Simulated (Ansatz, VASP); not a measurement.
## SrO: VASP beside Ansatz

```
Sr O
1.0
     0.00000    2.53221    2.53221
     2.53221    0.00000    2.53221
     2.53221    2.53221    0.00000
Sr O
1 1
Direct
  0.00000 0.00000 0.00000
  0.50000 0.50000 0.50000
```

Alike in both runs: functional LDA; k mesh 8 × 8 × 8; no spin polarisation.

Ansatz relaxed the structure, and its values are those at the end. VASP's run is a single point on that final structure, the one shown.

|  | VASP | Ansatz |
| --- | --- | --- |
| version | VASP 6.6.1 | Ansatz 0.2.0 |
| potentials or method | VASP PAW LDA potentials, release 64 (Sr_sv, O), cutoff 520 eV | scalar-relativistic, plane waves, PAW |
| occupations | gaussian, width 0.01 eV | fixed |
| valence electrons in the cell | 16 | 16 |

|  | VASP | Ansatz | Ansatz less VASP |
| --- | --- | --- | --- |
| gap on the k mesh at the Fermi level (eV) | 3.06 | 3.12 | +0.065 |
| least direct gap on the mesh (eV) | 3.11 | 3.16 | +0.055 |
| pressure (GPa) | 0.8 | 0.0 | -0.84 |

Ansatz warns that its potentials were made for another functional, while VASP's fit it. LDA's correlation is that of Perdew and Zunger in VASP and of Perdew and Wang (1992) in Ansatz.
